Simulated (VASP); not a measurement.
Runs of VASP 6.6.1 on Ge. The structure is that of space group Pm-3m (No. 221), or close to it. The cells are those of the table. 

```csv
task,cell,cutoff (eV),gap on the mesh (eV),pressure (GPa)
relaxation of cell and atoms,"relaxed to 20 GPa from a = 2.680 Å, 1 atom",600,none,20.0
relaxation of cell and atoms,"relaxed to 40 GPa from a = 2.680 Å, 1 atom",600,none,39.9
single point,"a = 2.694 Å, 1 atom",520,none,-0.1
relaxation of cell and atoms,"relaxed from a = 2.680 Å, 1 atom",600,none,0.0
single point,"a = 2.447 Å, 1 atom",520,none,39.9
single point,"a = 2.540 Å, 1 atom",520,none,(a)
relaxation of cell and atoms,"relaxed to 60 GPa from a = 2.680 Å, 1 atom",600,none,60.1
single point,"a = 2.388 Å, 1 atom",520,none,60.0
```

Alike in all rows: level r2SCAN; potentials or basis VASP PAW PBE potentials, release 64 (Ge_d); no spin polarisation; k mesh 8 × 8 × 8; smearing methfessel-paxton 0.05 eV.

Question: Estimate the missing entries.

Answer: (a) 19.9.

Caveats: the PAW data sets were made with another functional, which shifts forces and pressure a little; the cell is relaxed towards a set pressure, so the enthalpy falls and the energy may rise (some runs).

A k mesh can miss the band edges, and the runs leave out spin-orbit coupling on Ge.

A gap of «none» marks levels without a gap at the run's occupations.
